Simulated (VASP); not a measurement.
Crystal: Sc.

```
Sc
1.0
    -1.84000    1.84000    1.84000
     1.84000   -1.84000    1.84000
     1.84000    1.84000   -1.84000
Sc
1
Direct
  0.00000 0.00000 0.00000
```

This isn't the form of Sc at room conditions, which is hcp.

```yaml
Program: VASP 6.6.1
Task: relaxation of cell and atoms
Functional: PBEsol
Potentials_or_basis: VASP PAW PBE potentials, release 64 (Sc_sv)
Cutoff: 500 eV
k_mesh: 18 × 18 × 18
Occupations: fermi-dirac, width 0.1 eV
Spin: no spin polarisation
```

At the start: pressure -2.1 GPa; volume 24.92 Å³/atom.

Task: How do energy, volume and symmetry change on relaxing?

Result: Over 3 steps the energy falls by 6.5 meV/atom and the volume is 23.94 Å³/atom (-3.9 %); space group Im-3m (No. 229, to 0.1 Å) before and after.

The path:
```csv
step,energy change (eV),largest force (eV/Å),pressure (GPa),volume (Å³)
1,0.0000,0.0000,-2.07,24.92
2,-0.0063,0.0000,0.40,23.77
3,-0.0065,0.0000,0.00,23.94
```

Final structure:
```cif
data_structure
_symmetry_space_group_name_H-M 'P 1'
_symmetry_Int_Tables_number 1
_cell_length_a 3.1449
_cell_length_b 3.1449
_cell_length_c 3.1449
_cell_angle_alpha 109.471
_cell_angle_beta 109.471
_cell_angle_gamma 109.471
_cell_volume 23.94
loop_
_atom_site_label
_atom_site_type_symbol
_atom_site_fract_x
_atom_site_fract_y
_atom_site_fract_z
_atom_site_occupancy
Sc1 Sc 0.00000 0.00000 0.00000 1
```

Caveat: the PAW data sets were made with another functional, which shifts forces and pressure a little.
